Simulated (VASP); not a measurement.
# FeO (P6_3/mmc) in VASP: single point with PBE+U

Aim: the single point of FeO with PBE+U.

Everything below comes from runs of VASP 6.6.1. Logs are shortened: lines on timing, memory, paths and dates and some standing lists are left out, and cuts for length are marked.

## 1. The cell of the first run

It takes space group P6_3/mmc (No. 194, hexagonal). Conventional cell: a = 2.950 Å, b = 2.950 Å, c = 5.200 Å, α = 90.00°, β = 90.00°, γ = 120.00°. Within 2.8 Å of Fe (site symmetry -3m) lie 6 O at 2.14 Å and 2 Fe at 2.60 Å. Within 2.8 Å of O (site symmetry -6m2) lie 6 Fe at 2.14 Å.

## 2. Single point, PBE+U, collinear spin, antiferromagnetic start

File INCAR:

```
SYSTEM = FeO
ALGO = Normal
EDIFF = 1E-6
ENCUT = 600
GGA = PE
GGA_COMPAT = .FALSE.
ISIF = 2
ISMEAR = -1
ISPIN = 2
LASPH = .TRUE.
LCHARG = .FALSE.
LDAU = .TRUE.
LDAUJ = 0 0
LDAUL = 2 -1
LDAUPRINT = 1
LDAUTYPE = 2
LDAUU = 1 0
LMAXMIX = 4
LORBIT = 11
LREAL = .FALSE.
LWAVE = .FALSE.
MAGMOM = 4 -4 0 0
NBANDS = 26
NELM = 200
PREC = Accurate
SIGMA = 0.1
```

File KPOINTS:

```
k-points
0
G
  6 6 4
  0 0 0
```

File POSCAR:

```
FeO
1.0
    2.9500000000      0.0000000000      0.0000000000
   -1.4750000000      2.5547750000      0.0000000000
    0.0000000000      0.0000000000      5.2000000000
Fe O
2 2
Direct
    0.0000000000      0.0000000000      0.0000000000
    0.0000000000      0.0000000000      0.5000000000
    0.3333330000      0.6666670000      0.2500000000
    0.6666670000      0.3333330000      0.7500000000
```

Potentials or basis: VASP PAW PBE potentials, release 64 (Fe, O).

The run is started by

```bash
$ cat potpaw_PBE.64/Fe/POTCAR potpaw_PBE.64/O/POTCAR > POTCAR
$ mpirun -np 1 vasp_std > vasp.out
```

OUTCAR:

```text
SYSTEM = FeO
   EDIFF = 1E-6
   ENCUT = 600
   GGA = PE
   ISIF = 2
   ISMEAR = -1
   ISPIN = 2
   LASPH = .TRUE.
   LORBIT = 11
   LREAL = .FALSE.
   NELM = 200
   PREC = Accurate

 ion  position               nearest neighbor table
   1  0.000  0.000  0.000-   3 2.14   4 2.14   4 2.14   3 2.14   4 2.14   3 2.14   2 2.60   2 2.60

   2  0.000  0.000  0.500-   3 2.14   4 2.14   4 2.14   3 2.14   4 2.14   3 2.14   1 2.60   1 2.60

   3  0.333  0.667  0.250-   1 2.14   2 2.14   1 2.14   2 2.14   1 2.14   2 2.14
   4  0.667  0.333  0.750-   1 2.14   2 2.14   1 2.14   2 2.14   1 2.14   2 2.14

  LATTYP: Found a hexagonal cell.
 ALAT       =     2.9500000000
 C/A-ratio  =     1.7627118644

  Lattice vectors:

 A1 = (   2.9500000000,   0.0000000000,   0.0000000000)
 A2 = (  -1.4750000000,   2.5547750000,   0.0000000000)
 A3 = (   0.0000000000,   0.0000000000,   5.2000000000)

Analysis of symmetry for initial positions (statically):
=====================================================================
 Subroutine PRICEL returns:
 Original cell was already a primitive cell.

 Routine SETGRP: Setting up the symmetry group for a
 hexagonal supercell.

 Subroutine GETGRP returns: Found 24 space group operations
 (whereof 12 operations were pure point group operations)
 out of a pool of 24 trial point group operations.

The static configuration has the point symmetry D_3d.
 The point group associated with its full space group is D_6h.

Analysis of symmetry for dynamics (positions and initial velocities):
=====================================================================
 Subroutine PRICEL returns:
 Original cell was already a primitive cell.

 Routine SETGRP: Setting up the symmetry group for a
 hexagonal supercell.

 Subroutine GETGRP returns: Found 24 space group operations
 (whereof 12 operations were pure point group operations)
 out of a pool of 24 trial point group operations.

The dynamic configuration has the point symmetry D_3d.
 The point group associated with its full space group is D_6h.

Analysis of structural, dynamic, and magnetic symmetry:
=====================================================================
 Subroutine PRICEL returns:
 Original cell was already a primitive cell.

 Routine SETGRP: Setting up the symmetry group for a
 hexagonal supercell.

 Subroutine GETGRP returns: Found 24 space group operations
 (whereof 12 operations were pure point group operations)
 out of a pool of 24 trial point group operations.

The overall configuration has the point symmetry D_3d.
 The point group associated with its full space group is D_6h.

 Subroutine INISYM returns: Found 24 space group operations
 (whereof 12 operations are pure point group operations),
 and found     1 'primitive' translations

----------------------------------------------------------------------------------------

                                     Primitive cell

  volume of cell :      39.1902

  direct lattice vectors                    reciprocal lattice vectors
     2.950000000  0.000000000  0.000000000     0.338983051  0.195711951  0.000000000
    -1.475000000  2.554775000  0.000000000     0.000000000  0.391423902  0.000000000
     0.000000000  0.000000000  5.200000000     0.000000000  0.000000000  0.192307692

  length of vectors
     2.950000000  2.950000051  5.200000000     0.391423909  0.391423902  0.192307692

[... 149 lines left out ...]
  o =  0.3757  v =  0.0000  0.0000  0.0000  0.0000  0.0000 -0.7393 -0.0000 -0.0000 -0.6734 -0.0000      0.0000  0.0000  0.0000  0.0000  0.0000  0.0000  0.0000  0.0000  0.0000  0.0000
  o =  0.3757  v =  0.0000  0.0000  0.0000  0.0000  0.0000  0.0000 -0.6734 -0.0000  0.0000 -0.7393      0.0000  0.0000  0.0000  0.0000  0.0000  0.0000  0.0000  0.0000  0.0000  0.0000
  o =  0.9321  v = -0.0000  0.0000 -1.0000 -0.0000  0.0000  0.0000  0.0000  0.0000  0.0000  0.0000      0.0000  0.0000  0.0000  0.0000  0.0000  0.0000  0.0000  0.0000  0.0000  0.0000
  o =  0.9495  v = -0.8563 -0.0000 -0.0000 -0.5165 -0.0000  0.0000  0.0000  0.0000  0.0000  0.0000      0.0000  0.0000  0.0000  0.0000  0.0000  0.0000  0.0000  0.0000  0.0000  0.0000
  o =  0.9495  v = -0.0000  0.5165  0.0000 -0.0000  0.8563  0.0000  0.0000  0.0000  0.0000  0.0000      0.0000  0.0000  0.0000  0.0000  0.0000  0.0000  0.0000  0.0000  0.0000  0.0000
  o =  0.9830  v =  0.5165  0.0000  0.0000 -0.8563 -0.0000  0.0000  0.0000  0.0000  0.0000  0.0000      0.0000  0.0000  0.0000  0.0000  0.0000  0.0000  0.0000  0.0000  0.0000  0.0000
  o =  0.9830  v =  0.0000 -0.8563  0.0000 -0.0000  0.5165  0.0000  0.0000  0.0000  0.0000  0.0000      0.0000  0.0000  0.0000  0.0000  0.0000  0.0000  0.0000  0.0000  0.0000  0.0000

atom =   2  type =  1  l = 2

 onsite density matrix

spin component  1

  0.2832 -0.0000 -0.0000 -0.1015  0.0000
 -0.0000  0.2643 -0.0000  0.0000 -0.1015
 -0.0000 -0.0000  0.2815  0.0000  0.0000
 -0.1015  0.0000  0.0000  0.2643  0.0000
  0.0000 -0.1015  0.0000  0.0000  0.2832

spin component  2

  0.9584 -0.0000 -0.0000  0.0148  0.0000
 -0.0000  0.9740  0.0000 -0.0000  0.0148
 -0.0000  0.0000  0.9321 -0.0000  0.0000
  0.0148 -0.0000 -0.0000  0.9740 -0.0000
  0.0000  0.0148  0.0000 -0.0000  0.9584

 occupancies and eigenvectors

  o =  0.1718  v = -0.6734 -0.0000  0.0000 -0.7393 -0.0000  0.0000  0.0000  0.0000  0.0000  0.0000      0.0000  0.0000  0.0000  0.0000  0.0000  0.0000  0.0000  0.0000  0.0000  0.0000
  o =  0.1718  v = -0.0000  0.7393 -0.0000 -0.0000  0.6734  0.0000  0.0000  0.0000  0.0000  0.0000      0.0000  0.0000  0.0000  0.0000  0.0000  0.0000  0.0000  0.0000  0.0000  0.0000
  o =  0.2815  v = -0.0000 -0.0000 -1.0000  0.0000  0.0000  0.0000  0.0000  0.0000  0.0000  0.0000      0.0000  0.0000  0.0000  0.0000  0.0000  0.0000  0.0000  0.0000  0.0000  0.0000
  o =  0.3757  v =  0.7393 -0.0000  0.0000 -0.6734  0.0000  0.0000  0.0000  0.0000  0.0000  0.0000      0.0000  0.0000  0.0000  0.0000  0.0000  0.0000  0.0000  0.0000  0.0000  0.0000
  o =  0.3757  v =  0.0000  0.6734 -0.0000 -0.0000 -0.7393  0.0000  0.0000  0.0000  0.0000  0.0000      0.0000  0.0000  0.0000  0.0000  0.0000  0.0000  0.0000  0.0000  0.0000  0.0000
  o =  0.9321  v =  0.0000  0.0000  0.0000  0.0000  0.0000 -0.0000 -0.0000 -1.0000  0.0000  0.0000      0.0000  0.0000  0.0000  0.0000  0.0000  0.0000  0.0000  0.0000  0.0000  0.0000
  o =  0.9495  v =  0.0000  0.0000  0.0000  0.0000  0.0000  0.8563 -0.0000  0.0000 -0.5165  0.0000      0.0000  0.0000  0.0000  0.0000  0.0000  0.0000  0.0000  0.0000  0.0000  0.0000
  o =  0.9495  v =  0.0000  0.0000  0.0000  0.0000  0.0000  0.0000  0.5165 -0.0000 -0.0000 -0.8563      0.0000  0.0000  0.0000  0.0000  0.0000  0.0000  0.0000  0.0000  0.0000  0.0000
  o =  0.9830  v =  0.0000  0.0000  0.0000  0.0000  0.0000 -0.5165 -0.0000 -0.0000 -0.8563 -0.0000      0.0000  0.0000  0.0000  0.0000  0.0000  0.0000  0.0000  0.0000  0.0000  0.0000
  o =  0.9830  v =  0.0000  0.0000  0.0000  0.0000  0.0000 -0.0000  0.8563  0.0000 -0.0000  0.5165      0.0000  0.0000  0.0000  0.0000  0.0000  0.0000  0.0000  0.0000  0.0000  0.0000

 number of electron      27.9999997 magnetization      -0.0000000

 Free energy of the ion-electron system (eV)
  ---------------------------------------------------
  ext. energy  EPLUGINS =         0.00000000
  ---------------------------------------------------
  free energy    TOTEN  =       -28.77439440 eV

  energy without entropy =      -28.66525839  energy(sigma->0) =      -28.71982640

 E-fermi :   6.3286     XC(G=0): -12.2614

 val. band max:        6.2789280552   @ k =   0.1667   0.1667   0.5000
 cond. band min:       6.3414323907   @ k =   0.0000   0.0000   0.0000
 fundamental gap:      0.0625043355
 Fermi energy:         6.3286342313

 spin component 1

 k-point     1 :       0.0000    0.0000    0.0000
  band No.  band energies     occupation
      1     -14.3103      1.00000
      2     -13.2549      1.00000
      3      -2.3237      1.00000
      4       0.2756      1.00000
      5       0.2756      1.00000
      6       1.9459      1.00000
[... 598 lines left out ...]
     25      21.0054      0.00000
     26      21.1277      0.00000
 Fermi energy:         6.3286342313

 spin component 2

 k-point     1 :       0.0000    0.0000    0.0000
  band No.  band energies     occupation
      1     -14.3103      1.00000
      2     -13.2549      1.00000
      3      -2.3237      1.00000
      4       0.2756      1.00000
      5       0.2756      1.00000
      6       1.9459      1.00000
[... 598 lines left out ...]
     25      21.0054      0.00000
     26      21.1277      0.00000

------------------------ aborting loop because EDIFF is reached ----------------------------------------

  FORCE on cell =-STRESS in cart. coord.  units (eV):
  Direction    XX          YY          ZZ          XY          YZ          ZX
  --------------------------------------------------------------------------------------
  -------------------------------------------------------------------------------------
  Total       -0.4975834     -0.4975834      2.0659599      0.0000000      0.0000000      0.0000000
  in kB      -20.3422232    -20.3422242     84.4606554      0.0000000      0.0000000      0.0000000
  external PRESSURE =      14.5920693 kB  Pullay stress =       0.0000000 kB

 VOLUME and BASIS-vectors are now :
 -----------------------------------------------------------------------------
  energy-cutoff  :      600.00
  volume of cell :       39.19
      direct lattice vectors                 reciprocal lattice vectors
     2.950000000  0.000000000  0.000000000     0.338983051  0.195711951  0.000000000
    -1.475000000  2.554775000  0.000000000     0.000000000  0.391423902  0.000000000
     0.000000000  0.000000000  5.200000000     0.000000000  0.000000000  0.192307692

 POSITION                                       TOTAL-FORCE (eV/Angst)
 -----------------------------------------------------------------------------------
      0.00000      0.00000      0.00000        -0.000000     -0.000000      0.000000
      0.00000      0.00000      2.60000        -0.000000     -0.000000      0.000000
     -0.00000      1.70318      1.30000         0.000000      0.000000      0.000000
      1.47500      0.85159      3.90000         0.000000      0.000000     -0.000000
 -----------------------------------------------------------------------------------
    total drift:                                0.000000     -0.000000      0.000000

  FREE ENERGIE OF THE ION-ELECTRON SYSTEM (eV)
  ---------------------------------------------------
  free  energy   TOTEN  =       -28.7743944037 eV

  energy  without entropy=      -28.6652583907  energy(sigma->0) =      -28.71982640

 total charge

# of ion       s       p       d       tot
------------------------------------------
    1        0.304   0.392   6.150   6.846
    2        0.304   0.392   6.150   6.846
    3        1.558   3.427   0.000   4.985
    4        1.558   3.427   0.000   4.985
--------------------------------------------------
tot          3.724   7.639  12.300  23.662

 magnetization (x)

# of ion       s       p       d       tot
------------------------------------------
    1        0.010   0.005   3.420   3.435
    2       -0.010  -0.005  -3.420  -3.435
    3        0.000   0.000   0.000   0.000
    4        0.000   0.000   0.000   0.000
--------------------------------------------------
tot          0.000   0.000   0.000   0.000
```

Wall time 56 s (1 thread of Intel Xeon 6975P-C, shared host); peak memory 0.2 GiB.

Results:

- Free energy: -28.7744 eV
- Pressure: 1.5 GPa
- Band gap on the k mesh: zero (filled and empty bands overlap)
- Net moment: 0.00 μB per cell
- Site moments: Fe +3.44, -3.44; O +0.00 μB
- Valence electrons inside the program's atomic spheres: Fe 6.85; O 4.99

Levels at points of the mesh, in eV from the Fermi level:
Spin up:
```csv
k point,band 10,band 11,band 12,band 13,band 14,band 15,band 16,band 17,band 18,band 19
"(0.00, 0.00, 0.00)",-3.44,-3.44,-2.35,-2.35,0.01,0.01,0.31,0.71,1.94,1.94
"(0.50, 0.00, 0.00)",-3.10,-2.89,-2.21,-1.99,-0.59,0.80,1.00,2.18,2.28,5.23
"(0.00, 0.00, 0.50)",-3.70,-3.53,-1.44,-1.44,-0.31,-0.13,-0.13,1.77,1.77,3.12
"(0.50, 0.00, 0.50)",-3.09,-2.85,-1.60,-1.51,-1.06,0.78,0.86,1.92,2.04,5.36
```
Spin down:
| k point | band 11 | band 12 | band 13 | band 14 | band 15 | band 16 | band 17 | band 18 |
| --- | --- | --- | --- | --- | --- | --- | --- | --- |
| (0.00, 0.00, 0.00) | -3.44 | -2.35 | -2.35 | 0.01 | 0.01 | 0.31 | 0.71 | 1.94 |
| (0.50, 0.00, 0.00) | -2.89 | -2.21 | -1.99 | -0.59 | 0.80 | 1.00 | 2.18 | 2.28 |
| (0.00, 0.00, 0.50) | -3.53 | -1.44 | -1.44 | -0.31 | -0.13 | -0.13 | 1.77 | 1.77 |
| (0.50, 0.00, 0.50) | -2.85 | -1.60 | -1.51 | -1.06 | 0.78 | 0.86 | 1.92 | 2.04 |

Eigenvalues of the final occupation matrices:
| site | spin | trace | eigenvalues |
| --- | --- | --- | --- |
| site 1 d | 1 | 4.80 | 0.93 0.95 0.95 0.98 0.98 |
| site 1 d | 2 | 1.38 | 0.17 0.17 0.28 0.38 0.38 |
| site 2 d | 1 | 1.38 | 0.17 0.17 0.28 0.38 0.38 |
| site 2 d | 2 | 4.80 | 0.93 0.95 0.95 0.98 0.98 |

Caveat: the k points lie up to 0.41 Å⁻¹ apart. The state reached can hang on the start; a lower one may exist.
